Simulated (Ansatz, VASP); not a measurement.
# Two plane-wave programs on InP3

The input INCAR:

```
PREC     = Accurate       # precision mode
ENCUT    = 520            # plane-wave cutoff, eV
EDIFF    = 1E-6           # SCF threshold, eV
ISMEAR   = 0              # smearing method
SIGMA    = 0.05           # smearing width, eV
LREAL    = False          # projectors in reciprocal space
LASPH    = True           # aspherical terms in the spheres
NELM     = 60             # most SCF steps
ALGO     = Normal         # electronic algorithm
ISIF     = 2              # what is computed and relaxed
LWAVE    = False          # write WAVECAR
LCHARG   = False          # write CHGCAR
GGA      = PS             # functional
NBANDS   = 38             # bands
```

Contents of KPOINTS:

```
Automatic mesh
0
Gamma
  3 3 3
```

File POSCAR:

```
InP3
1.0
    3.7244993001      2.1503406735      3.2950000000
   -3.7244993001      2.1503406735      3.2950000000
    0.0000000000     -4.3006813470      3.2950000000
In P
2 6
Direct
    0.2755000000      0.2755000000      0.2755000000
    0.7245000000      0.7245000000      0.7245000000
    0.7963000000      0.2414000000      0.7963000000
    0.7963000000      0.7963000000      0.2414000000
    0.2414000000      0.7963000000      0.7963000000
    0.2037000000      0.7586000000      0.2037000000
    0.7586000000      0.2037000000      0.2037000000
    0.2037000000      0.2037000000      0.7586000000
```

Input for Ansatz:

```yaml
crystal:
  lattice:
    - [3.7244993001, 2.1503406735, 3.295]
    - [-3.7244993001, 2.1503406735, 3.295]
    - [0.0, -4.300681347, 3.295]
  atoms:
    - { symbol: In, position: [0.2755, 0.2755, 0.2755] }
    - { symbol: In, position: [0.7245, 0.7245, 0.7245] }
    - { symbol: P, position: [0.7963, 0.2414, 0.7963] }
    - { symbol: P, position: [0.7963, 0.7963, 0.2414] }
    - { symbol: P, position: [0.2414, 0.7963, 0.7963] }
    - { symbol: P, position: [0.2037, 0.7586, 0.2037] }
    - { symbol: P, position: [0.7586, 0.2037, 0.2037] }
    - { symbol: P, position: [0.2037, 0.2037, 0.7586] }
basis:
  ecutwfc: 420
kpoints:
  mp_grid: { grid: [3, 3, 3] }
hamiltonian:
  xc: pbesol
scf:
  occupations: { method: gaussian, width: 0.05 }
output:
  forces: true
  stress: true
  eigenvalues: true
```

Alike in both runs: task single point; functional PBEsol; k mesh 3 × 3 × 3; occupations gaussian, width 0.05 eV; no spin polarisation.

```csv
,VASP,Ansatz
version,VASP 6.6.1,Ansatz 0.2.0
potentials or method,"VASP PAW PBE potentials, release 64 (In_d, P), cutoff 520 eV","scalar-relativistic, plane waves, PAW"
valence electrons in the cell,56,56
```

|  | VASP | Ansatz | Ansatz less VASP |
| --- | --- | --- | --- |
| pressure (GPa) | -0.3 | -0.3 | -0.01 |
| traceless stress, the component that is largest in VASP (GPa) | -0.34 | -0.39 | -0.050 |
| rms of the force components (eV/Å) | 0.130 | 0.142 | +0.0112 |

VASP's potentials were made for PBE, not for PBEsol. Atom by atom the forces differ by 0.012 eV/Å (rms over components).

The k mesh is coarse, so the values compare programs but aren't converged.
